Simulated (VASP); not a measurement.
Write the native input for VASP 6.6.1 that does the following.

| Property | Result |
| --- | --- |
| Task | single point |
| Functional | PBE |
| Potentials or basis | VASP PAW PBE potentials, release 64 (Sn_d, Se) |
| Cutoff | 520 eV |
| k mesh | 6 × 6 × 2 |
| Occupations | fermi-dirac, width 0.02 eV |
| Spin | no spin polarisation |
| Dipole correction | no |
| Further INCAR settings | ALGO = Normal; EDIFF = 1e-07; NBANDS = 28 |

The structure of SnSe lies in POSCAR:

```
SnSe
1.0
    4.1382210481      0.0000000000      0.0000000000
   -2.0691105240      3.5838045541      0.0000000000
    0.0000000000      0.0000000000      7.4840920913
Sn Se
2 2
Direct
    0.0000000000      0.0000000000      0.0000000000
    0.0000000000      0.0000000000      0.5000000000
    0.3333333333      0.6666666667      0.2500000000
    0.6666666667      0.3333333333      0.7500000000
```

These files were run (other wordings do the same):

INCAR

```
SYSTEM = SnSe
PREC     = Accurate       ! precision mode
ENCUT    = 520            ! plane-wave cutoff, eV
EDIFF    = 1E-7           ! SCF threshold, eV
ISMEAR   = -1             ! smearing method
SIGMA    = 0.02           ! smearing width, eV
LREAL    = .False.        ! projectors in reciprocal space
LASPH    = .True.         ! aspherical terms in the spheres
NELM     = 60             ! most SCF steps
ALGO     = Normal         ! electronic algorithm
ISIF     = 2              ! what is computed and relaxed
LWAVE    = .False.        ! write WAVECAR
LCHARG   = .False.        ! write CHGCAR
GGA      = PE             ! functional
NBANDS   = 28             ! bands
```

KPOINTS

```
regular mesh
0
Gamma
  6 6 2
  0 0 0
```

Potentials or basis: VASP PAW PBE potentials, release 64 (Sn_d, Se).

Command:

```sh
$ cat potpaw_PBE.64/Sn_d/POTCAR potpaw_PBE.64/Se/POTCAR > POTCAR
$ mpirun -np 1 vasp_std > vasp.out
```

It gave:

```json
{
 "Pressure": "0.9 GPa",
 "Band gap on the k mesh": "zero (band 20 reaches 6.16 eV, above the bottom of band 21 at 5.35 eV)"
}
```

Caveat: the k points lie up to 0.42 Å⁻¹ apart; spin-orbit coupling is left out, which moves the levels of the heavy elements.

Run time: 40 s on 1 thread of Intel Xeon 6975P-C (shared host), peak memory 0.24 GiB.
